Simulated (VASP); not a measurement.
# Pt (Pm-3m) in VASP: a series of runs, part 3 of 3

VASP 6.6.1. Earlier steps stand in the parts before.

### Step 4. Single point, PBEsol (volume scaled by 1.12)

INCAR

```
  PREC = Accurate
  ENCUT = 520
  EDIFF = 1E-6
  ISMEAR = -1
  SIGMA = 0.1
  LREAL = False
  LASPH = True
  NELM = 80
  ALGO = Normal
  ISIF = 2
  LWAVE = False
  LCHARG = False
  GGA = PS
  NBANDS = 11
```

KPOINTS

```
Automatic mesh
0
Gamma
  14 14 14
```

POSCAR

```
Pt
1.0
    2.6877530653      0.0000000000      0.0000000000
    0.0000000000      2.6877530653      0.0000000000
    0.0000000000      0.0000000000      2.6877530653
Pt
1
Direct
    0.0000000000      0.0000000000      0.0000000000
```

Potentials or basis: VASP PAW PBE potentials, release 64 (Pt).

Launch:

```sh
$ cat potpaw_PBE.64/Pt/POTCAR > POTCAR
$ mpirun -np 1 vasp_std > vasp.out
```

OUTCAR:

```text
PREC = Accurate
   ENCUT = 520
   EDIFF = 1E-6
   ISMEAR = -1
   LREAL = False
   LASPH = True
   NELM = 80
   ISIF = 2
   GGA = PS

 ion  position               nearest neighbor table
   1  0.000  0.000  0.000-

  LATTYP: Found a simple cubic cell.
 ALAT       =     2.6877530653

  Lattice vectors:

 A1 = (   2.6877530653,   0.0000000000,   0.0000000000)
 A2 = (   0.0000000000,   2.6877530653,   0.0000000000)
 A3 = (   0.0000000000,   0.0000000000,   2.6877530653)

Analysis of symmetry for initial positions (statically):
=====================================================================
 Subroutine PRICEL returns:
 Original cell was already a primitive cell.

 Routine SETGRP: Setting up the symmetry group for a
 simple cubic supercell.

 Subroutine GETGRP returns: Found 48 space group operations
 (whereof 48 operations were pure point group operations)
 out of a pool of 48 trial point group operations.

The static configuration has the point symmetry O_h .

Analysis of symmetry for dynamics (positions and initial velocities):
=====================================================================
 Subroutine PRICEL returns:
 Original cell was already a primitive cell.

 Routine SETGRP: Setting up the symmetry group for a
 simple cubic supercell.

 Subroutine GETGRP returns: Found 48 space group operations
 (whereof 48 operations were pure point group operations)
 out of a pool of 48 trial point group operations.

The dynamic configuration has the point symmetry O_h .

 Subroutine INISYM returns: Found 48 space group operations
 (whereof 48 operations are pure point group operations),
 and found     1 'primitive' translations

----------------------------------------------------------------------------------------

                                     Primitive cell
[... 106 lines left out ...]
   IALGO  =     38    algorithm
   IMIX   =      4    mixing-type and parameters
     AMIX     =   0.40;   BMIX     =  1.00
     AMIX_MAG =   1.60;   BMIX_MAG =  1.00
  volume/ion in A,a.u.               =      19.42       131.03
  Fermi-wavevector in a.u.,A,eV,Ry     =   1.312257  2.479806 23.429472  1.722018
  Thomas-Fermi vector in A             =   2.442662
   LORBIT       =      0    0 simple, 1 ext, 2 COOP (PROOUT), +10 PAW based schemes
   GGA     = PS    functional components
   LHFCALC =     F    Hartree Fock is set to
   AEXX    =    0.0000 exact exchange contribution
   IVDW    =     0    specifies the selected vdW correction
   LEPSILON=     F    determine dielectric tensor
   LRPA    =     F    only Hartree local field effects (RPA)
 non-spin polarized calculation
  energy-cutoff  :      520.00
  volume of cell :       19.42
 maximum number of plane-waves:       552
 NGX is ok and might be reduce to    20
   NGX =  9   NGY =  9   NGZ =  9

 number of electron      10.0000000 magnetization

 Free energy of the ion-electron system (eV)
  ---------------------------------------------------
  ext. energy  EPLUGINS =         0.00000000
  ---------------------------------------------------
  free energy    TOTEN  =        -6.30149722 eV

  energy without entropy =       -6.24659566  energy(sigma->0) =       -6.27404644

 E-fermi :   6.9135     XC(G=0): -12.0354

 val. band max:        6.9126445116   @ k =   0.0714   0.0714   0.0714
 cond. band min:       6.9141232458   @ k =   0.5000   0.3571   0.1429
 fundamental gap:      0.0014787342
 Fermi energy:         6.9134516887

 k-point     1 :       0.0000    0.0000    0.0000
  band No.  band energies     occupation
      1      -0.8848      2.00000
      2       1.8449      2.00000
      3       1.8449      2.00000
      4       7.1642      0.15074
      5       7.1642      0.15074
      6       7.1642      0.15073
      7      21.6479      0.00000
      8      21.6479      0.00000
      9      21.6479      0.00000
     10      26.8839      0.00000
     11      29.5702      0.00000
[... 309 lines left out ...]
 k-point    24 :       0.3571    0.2143    0.0000
  band No.  band energies     occupation
      1       1.9205      2.00000
      2       3.1480      2.00000
      3       4.0669      2.00000
      4       5.7104      1.99999
      5       6.3868      1.98973
      6       6.5661      1.93982
      7      14.0312      0.00000
      8      20.1121      0.00000
      9      24.6802      0.00000
     10      27.4910      0.00000
     11      27.9630      0.00000

 [... further k-points ...]
[... 5 lines left out ...]
  --------------------------------------------------------------------------------------
  -------------------------------------------------------------------------------------
  Total       -2.2093375     -2.2093375     -2.2093375      0.0000000     -0.0000000      0.0000000
  in kB     -182.3075074   -182.3075074   -182.3075074      0.0000000     -0.0000000      0.0000000
  external PRESSURE =    -182.3075074 kB  Pullay stress =       0.0000000 kB

 VOLUME and BASIS-vectors are now :
 -----------------------------------------------------------------------------
  energy-cutoff  :      520.00
  volume of cell :       19.42
      direct lattice vectors                 reciprocal lattice vectors
     2.687753065  0.000000000  0.000000000     0.372057989  0.000000000  0.000000000
     0.000000000  2.687753065  0.000000000     0.000000000  0.372057989  0.000000000
     0.000000000  0.000000000  2.687753065     0.000000000  0.000000000  0.372057989

 POSITION                                       TOTAL-FORCE (eV/Angst)
 -----------------------------------------------------------------------------------
      0.00000      0.00000      0.00000         0.000000      0.000000      0.000000
 -----------------------------------------------------------------------------------
    total drift:                               -0.000000      0.000000     -0.000000

  FREE ENERGIE OF THE ION-ELECTRON SYSTEM (eV)
  ---------------------------------------------------
  free  energy   TOTEN  =        -6.3014972199 eV

  energy  without entropy=       -6.2465956586  energy(sigma->0) =       -6.27404644
```

OSZICAR:

```text
N       E                     dE             d eps       ncg     rms          rms(c)
DAV:   1     0.371595208249E+02    0.37160E+02   -0.50633E+03  2696   0.818E+02
DAV:   2    -0.612009502260E+01   -0.43280E+02   -0.41451E+02  2949   0.167E+02
DAV:   3    -0.672919591390E+01   -0.60910E+00   -0.60646E+00  3060   0.188E+01
DAV:   4    -0.673228274543E+01   -0.30868E-02   -0.30866E-02  3000   0.155E+00
DAV:   5    -0.673231711605E+01   -0.34371E-04   -0.34371E-04  3075   0.160E-01    0.765E+00
DAV:   6    -0.632119810996E+01    0.41112E+00   -0.12697E+00  2778   0.829E+00    0.384E+00
DAV:   7    -0.630443527643E+01    0.16763E-01   -0.49707E-02  3021   0.164E+00    0.205E+00
DAV:   8    -0.630159525958E+01    0.28400E-02   -0.23013E-03  2943   0.407E-01    0.332E-01
DAV:   9    -0.630149399974E+01    0.10126E-03   -0.75602E-05  2943   0.771E-02    0.185E-02
DAV:  10    -0.630149735268E+01   -0.33529E-05   -0.15170E-06  3039   0.910E-03    0.582E-03
DAV:  11    -0.630149721995E+01    0.13273E-06   -0.58015E-08  1584   0.178E-03
   1 F= -.63014972E+01 E0= -.62740464E+01  d E =-.549016E-01
```

Run time: 28 s. Hardware: 1 thread of Intel Xeon 8259CL, shared host; peak memory 0.11 GiB.

What came out:

```
Free energy            : -6.3015 eV
Pressure               : -18.2 GPa
Band gap on the k mesh : zero (band 5 reaches 8.69 eV, above the bottom of band 6 at 5.93 eV)
```

Caveat: the cell differs from its parent crystal (volume scaled by 1.12); the PAW data sets were made with another functional, which shifts forces and pressure a little; spin-orbit coupling is left out, which moves the levels of the heavy elements.

### Step 5. Single point, PBEsol

This run uses another cell than the first one, of 17.34 Å³/atom, 0.962 times its volume.

INCAR

```
SYSTEM = Pt
ALGO     = Normal         ! electronic algorithm
EDIFF    = 1E-7           ! SCF threshold, eV
ENCUT    = 520            ! plane-wave cutoff, eV
GGA      = PS             ! functional
ISIF     = 2              ! what is computed and relaxed
ISMEAR   = -1             ! smearing method
LASPH    = .TRUE.         ! aspherical terms in the spheres
LCHARG   = .FALSE.        ! write CHGCAR
LREAL    = .FALSE.        ! projectors in reciprocal space
LWAVE    = .FALSE.        ! write WAVECAR
NBANDS   = 11             ! bands
NELM     = 80             ! most SCF steps
PREC     = Accurate       ! precision mode
SIGMA    = 0.1            ! smearing width, eV
```

KPOINTS

```
k-points
0
G
  20 20 20
  0 0 0
```

POSCAR

```
Pt
1.0
    2.5881137393      0.0000000000      0.0000000000
    0.0000000000      2.5881137393      0.0000000000
    0.0000000000      0.0000000000      2.5881137393
Pt
1
Direct
    0.0000000000      0.0000000000      0.0000000000
```

Launch:

```sh
$ cat potpaw_PBE.64/Pt/POTCAR > POTCAR
$ mpirun -np 1 vasp_std > vasp.out
```

It took 52 s on 1 thread of Intel Xeon 8259CL, shared host; peak memory 0.14 GiB.

The run converged. Its results:

```yaml
Free_energy: -6.4441 eV
Pressure: -0.4 GPa
Band_gap_on_the_k_mesh: zero (band 5 reaches 10.87 eV, above the bottom of band 6 at 7.50 eV)
```

Levels at points of the mesh, in eV from the Fermi level:
```
           k point  band 1  band 2  band 3  band 4  band 5  band 6  band 7  band 8  band 9  band 10
(0.00, 0.00, 0.00)   -8.83   -5.99   -5.99    0.35    0.35    0.35   15.36   15.36   15.36    21.22
(0.50, 0.00, 0.00)   -6.12   -5.38   -1.95   -1.95   -0.73    0.57    4.66   16.49   19.68    21.36
(0.50, 0.50, 0.00)   -6.17   -4.88   -1.53   -1.53    2.04    4.43    4.43    9.94   13.59    21.57
(0.50, 0.50, 0.50)   -5.11   -5.11   -5.11    2.20    2.20    9.78   10.20   10.20   10.20    17.33
```

Caveat: the PAW data sets were made with another functional, which shifts forces and pressure a little; spin-orbit coupling is left out, which moves the levels of the heavy elements.

### Step 6. Summary

```tsv
cell	k mesh	gap on the mesh (eV)	pressure (GPa)
a = 2.622 Å, 1 atom	14 × 14 × 14	none	-7.9
a = 2.655 Å, 1 atom	14 × 14 × 14	none	-13.8
a = 2.688 Å, 1 atom	14 × 14 × 14	none	-18.2
a = 2.588 Å, 1 atom	20 × 20 × 20	none	-0.4
```

Alike in all rows: task single point; level PBEsol; potentials or basis VASP PAW PBE potentials, release 64 (Pt); no spin polarisation; cutoff (eV) 520; smearing fermi-dirac 0.1 eV.

Caveats: the PAW data sets were made with another functional, which shifts forces and pressure a little; spin-orbit coupling is left out, which moves the levels of the heavy elements.

Total energies depend on the potentials used, so only differences within one code and one set of settings carry meaning.
